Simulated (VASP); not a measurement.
# Be16C (a cell with a defect) in VASP: further runs

The runs below take Be16C (a cell with a defect) through single point, with PBE+D3(BJ).

Program: VASP 6.6.1. These are calculated values, not measurements. Logs are shortened: lines on timing, memory, paths and dates and some standing lists are left out, and cuts for length are marked.

## 1. The cell of the first run

The cell holds a defect, 17 atoms: a = 4.580 Å, b = 3.966 Å, c = 7.177 Å, α = 90.00°, β = 90.00°, γ = 90.00°.

## 2. Single point, PBE+D3(BJ)

INCAR

```
  ALGO = Normal
  EDIFF = 1E-6
  ENCUT = 520
  GGA = PE
  ISIF = 2
  ISMEAR = 0
  IVDW = 12
  LASPH = T
  LCHARG = T
  LELF = T
  LREAL = Auto
  LVHAR = T
  LWAVE = F
  NBANDS = 32
  NELM = 80
  PREC = Accurate
  SIGMA = 0.15
```

KPOINTS

```
k-points
0
Gamma
  5 5 3
```

POSCAR

```
Be16C
1.0
   -2.2900000000     -3.9663960000      0.0000000000
    3.4350000000     -1.9831980000      0.0000000000
    0.0000000000      0.0000000000      7.1768600000
Be C
16 1
Direct
    0.7000063673      0.4688697471      0.0005450852
    0.4995500380      0.3089049744      0.2556063515
    0.7472152269      0.4977533827      0.4990019312
    0.4995553826      0.2965909247      0.7429119420
    0.4995518713      0.0074730088      0.0000186711
    0.2526227099      0.8345275126      0.2449763546
    0.4995497990     -0.0115350685      0.4980788256
    0.2496693718      0.8283143702      0.7587982767
    0.2990945663      0.4688546017      0.0005411837
   -0.0004501995      0.3472989936      0.2566289436
    0.2518872902      0.4977542634      0.4990010952
   -0.0004464428      0.3637492419      0.7472733201
   -0.0004572398      0.0805449552      0.0034701806
    0.7464724497      0.8345271936      0.2449820674
   -0.0004485303      0.0013967586      0.4989620809
    0.7494314700      0.8283106452      0.7587963260
   -0.0004448226      0.6739424618     -0.0396057607
```

Potentials or basis: VASP PAW PBE potentials, release 64 (Be, C).

Run with:

```sh
$ cat potpaw_PBE.64/Be/POTCAR potpaw_PBE.64/C/POTCAR > POTCAR
$ mpirun -np 1 vasp_std > vasp.out
```

OUTCAR:

```text
EDIFF = 1E-6
   ENCUT = 520
   GGA = PE
   ISIF = 2
   ISMEAR = 0
   IVDW = 12
   LASPH = T
   LREAL = Auto
   NELM = 80
   PREC = Accurate
 IVDW          = 12

 ion  position               nearest neighbor table
   1  0.700  0.469  0.001-  17 1.62   9 1.84   5 2.05  13 2.06   2 2.14   4 2.17  16 2.26  14 2.29
                            12 2.32   5 2.33  10 2.34
   2  0.500  0.309  0.256-   1 2.14   9 2.14   7 2.15   5 2.19  14 2.20   6 2.20  11 2.21   3 2.21
                            10 2.30  10 2.30  14 2.37   6 2.37
   3  0.747  0.498  0.499-  10 2.17  12 2.19   2 2.21   4 2.23   7 2.25  14 2.26  11 2.27  16 2.28
                            15 2.28  15 2.31  11 2.31   7 2.32
   4  0.500  0.297  0.743-   7 2.14   5 2.17   9 2.17   1 2.17  16 2.18   8 2.18   3 2.23  11 2.23
                            12 2.31  12 2.31
   5  0.500  0.007  0.000-   9 2.05   1 2.05   4 2.17   2 2.19   8 2.19  16 2.19   6 2.20  14 2.20
                            13 2.31  13 2.31   1 2.33   9 2.33
   6  0.253  0.835  0.245-   2 2.20   5 2.20   7 2.23  10 2.26  15 2.26  11 2.26  14 2.26   9 2.29
                            13 2.30  14 2.32  10 2.34   2 2.37
   7  0.500  0.988  0.498-   4 2.14   2 2.15  14 2.23   6 2.23  11 2.25   3 2.25  16 2.28   8 2.28
                            15 2.29  15 2.29  11 2.32   3 2.32
   8  0.250  0.828  0.759-  17 1.94  12 2.17   4 2.18   5 2.19   9 2.26  11 2.28   7 2.28  16 2.29
                            16 2.29  15 2.29  13 2.32
   9  0.299  0.469  0.001-  17 1.62   1 1.84   5 2.05  13 2.06   2 2.14   4 2.17   8 2.26   6 2.29
                            12 2.32   5 2.33  10 2.34
  10  1.000  0.347  0.257-  13 2.10   3 2.17  11 2.17  15 2.22   6 2.26  14 2.26   2 2.30   2 2.30
                             6 2.34  14 2.34   1 2.34   9 2.34
  11  0.252  0.498  0.499-  10 2.17  12 2.19   2 2.21   4 2.23   7 2.25   6 2.26   3 2.27   8 2.28
                            15 2.28  15 2.31   3 2.31   7 2.32
  12  1.000  0.364  0.747-  17 1.96  13 2.15   8 2.17  16 2.17  11 2.19   3 2.19  15 2.29   4 2.31
                             4 2.31   9 2.32   1 2.32
  13  1.000  0.081  0.003-  17 1.64   1 2.06   9 2.06  10 2.10  12 2.15   6 2.30  14 2.30   5 2.31
                             5 2.31  16 2.32   8 2.32
  14  0.746  0.835  0.245-   2 2.20   5 2.20   7 2.23  10 2.26  15 2.26   3 2.26   6 2.26   1 2.29
                            13 2.30   6 2.32  10 2.34   2 2.37
  15  1.000  0.001  0.499-  10 2.22  14 2.26   6 2.26   3 2.28  11 2.28  12 2.29   7 2.29   7 2.29
                            16 2.29   8 2.29  11 2.31   3 2.31
  16  0.749  0.828  0.759-  17 1.94  12 2.17   4 2.18   5 2.19   1 2.26   3 2.28   7 2.28   8 2.29
                             8 2.29  15 2.29  13 2.32
  17  1.000  0.674  0.960-   9 1.62   1 1.62  13 1.64   8 1.94  16 1.94  12 1.96

  LATTYP: Found a simple orthorhombic cell.
 ALAT       =     3.9663962620
 B/A-ratio  =     1.1547004875
 C/A-ratio  =     1.8094157835

  Lattice vectors:

 A1 = (  -3.4350000000,   1.9831980000,   0.0000000000)
 A2 = (  -2.2900000000,  -3.9663960000,   0.0000000000)
 A3 = (   0.0000000000,   0.0000000000,   7.1768600000)

Analysis of symmetry for initial positions (statically):
=====================================================================
 Subroutine PRICEL returns:
 Original cell was already a primitive cell.

 Routine SETGRP: Setting up the symmetry group for a
 simple orthorhombic supercell.

 Subroutine GETGRP returns: Found  1 space group operations
 (whereof  1 operations were pure point group operations)
 out of a pool of  8 trial point group operations.

The static configuration has the point symmetry C_1 .

Analysis of symmetry for dynamics (positions and initial velocities):
=====================================================================
 Subroutine PRICEL returns:
 Original cell was already a primitive cell.

 Routine SETGRP: Setting up the symmetry group for a
 simple orthorhombic supercell.

 Subroutine GETGRP returns: Found  1 space group operations
 (whereof  1 operations were pure point group operations)
 out of a pool of  8 trial point group operations.

The dynamic configuration has the point symmetry C_1 .

 Subroutine INISYM returns: Found  1 space group operations
 (whereof  1 operations are pure point group operations),
 and found     1 'primitive' translations

----------------------------------------------------------------------------------------

                                     Primitive cell

  volume of cell :     130.3755

  direct lattice vectors                    reciprocal lattice vectors
[... 58 lines left out ...]
     0.043668122 -0.025211804  0.000000000     0.000000000  0.200000000  0.000000000
     0.000000000  0.000000000  0.046445567     0.000000000  0.000000000  0.333333333

  Length of vectors
     0.043668125  0.050423605  0.046445567

  Shift w.r.t. Gamma in fractional coordinates (k-lattice)
     0.000000000  0.000000000  0.000000000

 Subroutine IBZKPT returns following result:
 ===========================================

 Found     38 irreducible k-points:

 Following reciprocal coordinates:
            Coordinates               Weight
  0.000000  0.000000  0.000000      1.000000
  0.200000  0.000000  0.000000      2.000000
  0.400000  0.000000  0.000000      2.000000
  0.000000  0.200000  0.000000      2.000000
  0.200000  0.200000  0.000000      2.000000
 -0.200000  0.200000  0.000000      2.000000
[... 16 lines left out ...]
  0.200000 -0.200000 -0.333333      2.000000
 -0.200000 -0.200000  0.333333      2.000000
 [... further k-points ...]
   k-points           NKPTS =     38   k-points in BZ     NKDIM =     38   number of bands    NBANDS=     32
   number of dos      NEDOS =    301   number of ions     NIONS =     17
   total plane-waves  NPLWV =  58320
   dimension x,y,z NGX =    36 NGY =   30 NGZ =   54
   dimension x,y,z NGXF=    72 NGYF=   60 NGZF=  108
   ions per type =              16   1
   NGX,Y,Z   is equivalent  to a cutoff of  13.07, 12.57, 12.51 a.u.
   NGXF,Y,Z  is equivalent  to a cutoff of  26.13, 25.15, 25.02 a.u.
 SYSTEM =  unknown system
   PREC   = accura    normal or accurate (medium, high low for compatibility)
   ISTART =      0    job   : 0-new  1-cont  2-samecut
   ICHARG =      2    charge: 1-file 2-atom 10-const
   ISPIN  =      1    spin polarized calculation?
   LNONCOLLINEAR =      F non collinear calculations
   LSORBIT =      F    spin-orbit coupling
   LASPH  =      T    aspherical Exc in radial PAW
   ENCUT  =  520.0 eV  38.22 Ry    6.18 a.u.   8.52  7.37 13.34*2*pi/ulx,y,z
   NELM   =     80;   NELMIN=  2; NELMDL= -5     # of ELM steps
   EDIFF  = 0.1E-05   stopping-criterion for ELM
   LREAL  =      T    real-space projection
   EDIFFG = 0.1E-04   stopping-criterion for IOM
   NSW    =      0    number of steps for IOM
   IBRION =     -1    ionic relax: 0-MD 1-quasi-New 2-CG
   NFREE  =      0    steps in history (QN), initial steepest desc. (CG)
   ISIF   =      2    stress and relaxation
   ISYM   =      2    0-nonsym 1-usesym 2-fastsym
   POTIM  = 0.5000    time-step for ionic-motion
   TEBEG  =    0.0;   TEEND  =   0.0 temperature during run
   PSTRESS=    0.0 pullay stress
   NELECT =      36.0000    total number of electrons
   NUPDOWN=      -1.0000    fix difference up-down
   EMIN   =  10.00;   EMAX   =-10.00  energy-range for DOS
   EFERMI =   0.00;   METHOD = LEGACY
   ISMEAR =     0;   SIGMA  =   0.15  broadening in eV -4-tet -1-fermi 0-gaus
   EFERMI_NEDOS =   21; number of points for ismear=-14 and -15
   IALGO  =     38    algorithm
   IMIX   =      4    mixing-type and parameters
     AMIX     =   0.40;   BMIX     =  1.00
     AMIX_MAG =   1.60;   BMIX_MAG =  1.00
  volume/ion in A,a.u.               =       7.67        51.75
  Fermi-wavevector in a.u.,A,eV,Ry     =   1.066049  2.014540 15.462471  1.136460
  Thomas-Fermi vector in A             =   2.201620
   LORBIT       =      0    0 simple, 1 ext, 2 COOP (PROOUT), +10 PAW based schemes
   GGA     = PE    functional components
   LHFCALC =     F    Hartree Fock is set to
   AEXX    =    0.0000 exact exchange contribution
   IVDW    =    12    specifies the selected vdW correction
   LEPSILON=     F    determine dielectric tensor
   LRPA    =     F    only Hartree local field effects (RPA)
 non-spin polarized calculation
 Gauss-broadening in eV      SIGMA  =   0.15
  energy-cutoff  :      520.00
  volume of cell :      130.38
 maximum number of plane-waves:      3529
 NGX is ok and might be reduce to    36
   NGX = 17   NGY = 15   NGZ = 27

 number of electron      36.0000000 magnetization

 Free energy of the ion-electron system (eV)
  ---------------------------------------------------
  ext. energy  EPLUGINS =         0.00000000
  ---------------------------------------------------
  free energy    TOTEN  =       -64.67758869 eV

  energy without entropy =      -64.64915631  energy(sigma->0) =      -64.66337250

 E-fermi :   7.3585     XC(G=0): -10.7558

 val. band max:        7.3497109124   @ k =  -0.2000   0.4000   0.0000
 cond. band min:       7.4462129051   @ k =   0.0000   0.0000   0.3333
 fundamental gap:      0.0965019927
 Fermi energy:         7.3584825111

 k-point     1 :       0.0000    0.0000    0.0000
  band No.  band energies     occupation
      1      -6.6114      2.00000
      2      -3.0228      2.00000
      3      -2.2825      2.00000
      4      -0.5089      2.00000
      5       0.0853      2.00000
      6       0.9743      2.00000
[... 781 lines left out ...]
     29      12.5555      0.00000
     30      13.0291      0.00000

 [... further k-points ...]

 [bands above 30 left out]

------------------------ aborting loop because EDIFF is reached ----------------------------------------

 Edisp (eV)   -5.92805

 E8    (eV) :    -2.0404

  FORCE on cell =-STRESS in cart. coord.  units (eV):
  Direction    XX          YY          ZZ          XY          YZ          ZX
  --------------------------------------------------------------------------------------
  -------------------------------------------------------------------------------------
  Total       2.46103     4.78732    -5.56080     2.01424    -0.75295     1.30606
  in kB      30.24345    58.83107   -68.33636    24.75291    -9.25300    16.05007
  external pressure =        6.91 kB  Pullay stress =        0.00 kB

 VOLUME and BASIS-vectors are now :
 -----------------------------------------------------------------------------
  energy-cutoff  :      520.00
  volume of cell :      130.38
      direct lattice vectors                 reciprocal lattice vectors
    -2.290000000 -3.966396000  0.000000000    -0.109170306 -0.189088533  0.000000000
     3.435000000 -1.983198000  0.000000000     0.218340611 -0.126059022  0.000000000
     0.000000000  0.000000000  7.176860000     0.000000000  0.000000000  0.139336702

 POSITION                                       TOTAL-FORCE (eV/Angst)
 -----------------------------------------------------------------------------------
      0.00755     -3.70636      0.00391         0.030508     -0.109993      0.122592
     -0.08288     -2.59403      1.83445         0.190228     -0.109516      0.048313
     -0.00134     -3.95090      3.58127         0.001135      0.015248      0.034634
     -0.12519     -2.56963      5.33178        -0.124132      0.071794      0.060789
     -1.11830     -1.99624      0.00013         0.025706     -0.014451      0.098615
      2.28810     -2.65703      1.75816         0.018036     -0.086493      0.230710
[... 9 lines left out ...]
      1.12905     -4.61525      5.44578        -0.116415      0.037018      0.165447
      0.02601     -5.30119      6.89262        -0.013698      0.003806     -2.022495
 -----------------------------------------------------------------------------------
    total drift:                                0.000191     -0.004680     -0.006290

  FREE ENERGIE OF THE ION-ELECTRON SYSTEM (eV)
  ---------------------------------------------------
  free  energy   TOTEN  =       -70.6056348347 eV

  energy  without entropy=      -70.5772024503  energy(sigma->0) =      -70.59141864
```

Wall time 13 min (1 thread of Intel Xeon 8259CL, shared host); peak memory 0.29 GiB.

Results:

- Free energy: -70.6056 eV
- Pressure: 0.7 GPa
- Largest force: 2.023 eV/Å
- Band gap on the k mesh: zero (bands 18 and 19 overlap by 0.41 eV)
- Dispersion energy per atom: -0.349 eV

Forces in eV/Å, atoms in the order of the input:
```
Be   0.031 -0.110  0.123
Be   0.190 -0.110  0.048
Be   0.001  0.015  0.035
Be  -0.124  0.072  0.061
Be   0.026 -0.014  0.099
Be   0.018 -0.086  0.231
Be  -0.021  0.012 -0.007
Be  -0.090  0.082  0.165
Be   0.111  0.029  0.123
Be  -0.186  0.108  0.173
Be  -0.012 -0.008  0.034
Be   0.230 -0.132  0.215
Be  -0.133  0.077  0.286
Be   0.084  0.028  0.231
Be   0.006 -0.003  0.042
Be  -0.116  0.037  0.165
C   -0.014  0.004 -2.022
```

## 3. Single point, PBE+D3(BJ)

INCAR

```
SYSTEM = Be16C
PREC = Accurate ; ENCUT = 520
EDIFF = 1E-7 ; ISMEAR = 0
SIGMA = 0.15 ; LREAL = Auto
LASPH = .True. ; NELM = 100
ALGO = Normal ; ISIF = 2
LWAVE = .False. ; LCHARG = .True.
GGA = PE ; IVDW = 12
LELF = .True. ; LVHAR = .True.
NBANDS = 32
```

KPOINTS

```
regular mesh
0
Gamma
  5 5 3
  0 0 0
```

POSCAR

```
Be16C
1.0
   -2.2900000000     -3.9663960000      0.0000000000
    3.4350000000     -1.9831980000      0.0000000000
    0.0000000000      0.0000000000      7.1768600000
Be C
16 1
Direct
    0.7064415340      0.4778378786      0.0025987688
    0.4993769433      0.3168585736      0.2554104441
    0.7465829163      0.4966712891      0.4978064223
    0.4993818042      0.2926041723      0.7417352435
    0.4993779395      0.0115491940      0.0008992791
    0.2542170090      0.8354887775      0.2491280309
    0.4993766545     -0.0112659276      0.4965200659
    0.2530473852      0.8242312990      0.7562779544
    0.2923136358      0.4778253933      0.0025951461
   -0.0006230448      0.3412469367      0.2589130901
    0.2521733051      0.4966724509      0.4978054470
   -0.0006200503      0.3674955123      0.7451227974
   -0.0006289284      0.0650558236      0.0073727229
    0.7445333468      0.8354888979      0.2491320717
   -0.0006218253      0.0016838487      0.4981714845
    0.7457086957      0.8242273401      0.7562769791
   -0.0006197641      0.6732168094     -0.0770437211
```

Potentials or basis: VASP PAW PBE potentials, release 64 (Be, C).

Run with:

```sh
$ cat potpaw_PBE.64/Be/POTCAR potpaw_PBE.64/C/POTCAR > POTCAR
$ mpirun -np 1 vasp_std > vasp.out
```

OUTCAR:

```text
SYSTEM = Be16C
   PREC = Accurate
   ENCUT = 520
   EDIFF = 1E-7
   ISMEAR = 0
   LREAL = Auto
   LASPH = .True.
   NELM = 100
   ISIF = 2
   GGA = PE
   IVDW = 12
 IVDW          = 12

 ion  position               nearest neighbor table
   1  0.706  0.478  0.003-  17 1.65   9 1.90   5 2.08  13 2.12   2 2.14   4 2.22  16 2.25  14 2.27
                             5 2.32  12 2.33  10 2.34
   2  0.499  0.317  0.255-   1 2.14   9 2.14   7 2.17   5 2.19  11 2.19   3 2.19  14 2.22   6 2.22
                            10 2.29  10 2.29  14 2.34   6 2.34
   3  0.747  0.497  0.498-  10 2.16  12 2.18   2 2.19  14 2.23   4 2.24   7 2.26  11 2.26  16 2.26
                            15 2.28   7 2.31  15 2.31  11 2.32
[... 1058 lines left out ...]
  in kB       4.16111    25.52862     4.25620    18.55816   -14.61067    25.31222
  external pressure =       11.32 kB  Pullay stress =        0.00 kB

 VOLUME and BASIS-vectors are now :
 -----------------------------------------------------------------------------
  energy-cutoff  :      520.00
  volume of cell :      130.38
      direct lattice vectors                 reciprocal lattice vectors
    -2.290000000 -3.966396000  0.000000000    -0.109170306 -0.189088533  0.000000000
     3.435000000 -1.983198000  0.000000000     0.218340611 -0.126059022  0.000000000
     0.000000000  0.000000000  7.176860000     0.000000000  0.000000000  0.139336702

 POSITION                                       TOTAL-FORCE (eV/Angst)
 -----------------------------------------------------------------------------------
      0.02362     -3.74967      0.01865         0.115435     -0.331502      0.207157
     -0.05516     -2.60912      1.83304         0.209454     -0.120480      0.075363
     -0.00361     -3.94624      3.57269        -0.016172      0.036772      0.025538
     -0.13849     -2.56104      5.32333        -0.087555      0.050835      0.042201
     -1.10390     -2.00364      0.00645         0.092594     -0.052901      0.149803
      2.28775     -2.66527      1.78796        -0.005408     -0.056909      0.314581
[... 9 lines left out ...]
      1.12355     -4.59238      5.42769        -0.032841      0.169781     -0.035846
      0.02392     -5.29906      6.62393        -0.013187      0.001870     -1.872580
 -----------------------------------------------------------------------------------
    total drift:                                0.000993     -0.005982     -0.004298

  FREE ENERGIE OF THE ION-ELECTRON SYSTEM (eV)
  ---------------------------------------------------
  free  energy   TOTEN  =       -71.3079616860 eV

  energy  without entropy=      -71.2800165065  energy(sigma->0) =      -71.29398910
```

OSZICAR:

```text
N       E                     dE             d eps       ncg     rms          rms(c)
DAV:   1     0.523174099611E+02    0.52317E+02   -0.14393E+04  2432   0.973E+02
DAV:   2    -0.617222694306E+02   -0.11404E+03   -0.10720E+03  3216   0.186E+02
DAV:   3    -0.682386038661E+02   -0.65163E+01   -0.64091E+01  3200   0.379E+01
DAV:   4    -0.683454574299E+02   -0.10685E+00   -0.10670E+00  3016   0.601E+00
DAV:   5    -0.683467832588E+02   -0.13258E-02   -0.13257E-02  3184   0.621E-01    0.812E+00
DAV:   6    -0.654049407780E+02    0.29418E+01   -0.58385E+00  3352   0.144E+01    0.308E+00
DAV:   7    -0.654688847138E+02   -0.63944E-01   -0.32793E+00  2928   0.736E+00    0.236E+00
DAV:   8    -0.654043281504E+02    0.64557E-01   -0.14830E-01  3416   0.215E+00    0.132E+00
DAV:   9    -0.653816009017E+02    0.22727E-01   -0.55640E-02  3008   0.127E+00    0.238E-01
DAV:  10    -0.653804421967E+02    0.11587E-02   -0.39925E-03  3176   0.313E-01    0.108E-01
DAV:  11    -0.653804667327E+02   -0.24536E-04   -0.12562E-03  2984   0.166E-01    0.358E-02
DAV:  12    -0.653804527680E+02    0.13965E-04   -0.44376E-05  3432   0.408E-02    0.966E-03
DAV:  13    -0.653804554711E+02   -0.27032E-05   -0.24263E-05  2992   0.209E-02    0.556E-03
DAV:  14    -0.653804560771E+02   -0.60601E-06   -0.12210E-06  3376   0.572E-03    0.104E-03
DAV:  15    -0.653804562875E+02   -0.21037E-06   -0.29921E-07  2664   0.254E-03    0.288E-04
DAV:  16    -0.653804562733E+02    0.14196E-07   -0.71469E-09  2040   0.492E-04
   1 F= -.71307962E+02 E0= -.71293989E+02  d E =-.279452E-01
```

stdout:

```text
POSCAR found type information on POSCAR BeC
 POSCAR found :  2 types and      17 ions
 scaLAPACK will be used
 LDA part: xc-table for (Slater+PW92), standard interpolation
 POSCAR, INCAR and KPOINTS ok, starting setup
 FFT: planning ... GRIDC
 FFT: planning ... GRID_SOFT
 FFT: planning ... GRID
 WAVECAR not read
 entering main loop
```

Run time: 12 min. Hardware: 1 thread of Intel Xeon 8259CL, shared host; peak memory 0.29 GiB.

Results:

```
Free energy                : -71.3080 eV
Pressure                   : 1.1 GPa
Largest force              : 1.873 eV/Å
Band gap on the k mesh     : zero (bands 18 and 19 overlap by 0.62 eV)
Dispersion energy per atom : -0.349 eV
```

Forces in eV/Å, atoms in the order of the input:
```
Be   0.115 -0.332  0.207
Be   0.209 -0.120  0.075
Be  -0.016  0.037  0.026
Be  -0.088  0.051  0.042
Be   0.093 -0.053  0.150
Be  -0.005 -0.057  0.315
Be  -0.001  0.001  0.018
Be  -0.163 -0.056 -0.036
Be   0.345  0.067  0.207
Be  -0.151  0.088  0.197
Be  -0.039 -0.004  0.026
Be   0.086 -0.049 -0.007
Be  -0.396  0.229  0.316
Be   0.047  0.033  0.314
Be   0.010 -0.006  0.058
Be  -0.033  0.170 -0.036
C   -0.013  0.002 -1.873
```

Stress tensor (GPa, compression positive):
```
 0.42  1.86  2.53
 1.86  2.55 -1.46
 2.53 -1.46  0.43
```

The gap in the log of VASP goes by the Fermi energy; the results here count the filled bands.